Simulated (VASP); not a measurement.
KNaCl2, 4 atoms in the cell. The structure is trigonal, space group R-3m (No. 166). Conventional cell: a = 4.373 Å, b = 4.373 Å, c = 18.830 Å, α = 90.00°, β = 90.00°, γ = 120.00°. K (site symmetry -3m) has 6 Cl at 3.11 Å and 6 Na at 4.03 Å within 4.1 Å. Within 3.8 Å of Na (site symmetry -3m) lie 6 Cl at 2.85 Å. Cl (site symmetry 3m) has 3 Na at 2.85 Å and 3 K at 3.11 Å and 3 Cl at 3.67 Å within 3.8 Å.  This cell differs from its parent crystal: atoms shifted along a free coordinate, c/a of the conventional cell at fixed volume 4.3057.

| Quantity | Value |
| --- | --- |
| Program | VASP 6.6.1 |
| Task | single point |
| Functional | PBEsol |
| Potentials or basis | VASP PAW PBE potentials, release 64 (K_sv, Na_pv, Cl) |
| Cutoff | 520 eV |
| k mesh | 6 × 6 × 6 |
| Occupations | fermi-dirac, width 0.35 eV |
| Spin | no spin polarisation |
| Dipole correction | no |
| Further INCAR settings | ALGO = Normal; EDIFF = 1e-07; NBANDS = 23 |

Potentials or basis: VASP PAW PBE potentials, release 64 (K_sv, Na_pv, Cl).

Launch:

```sh
$ cat potpaw_PBE.64/K_sv/POTCAR potpaw_PBE.64/Na_pv/POTCAR potpaw_PBE.64/Cl/POTCAR > POTCAR
$ mpirun -np 1 vasp_std > vasp.out
```

Hardware: 1 thread of Intel(R) Xeon(R) Platinum 8488C (Sapphire Rapids), with other jobs on the host.

**Question.** Estimate the wall time of this run.

**Answer.** Run time: 2.2 min on 1 thread of Intel(R) Xeon(R) Platinum 8488C (Sapphire Rapids), on a shared host, peak memory 0.37 GiB. Counts: scf iterations 15, k points 32.
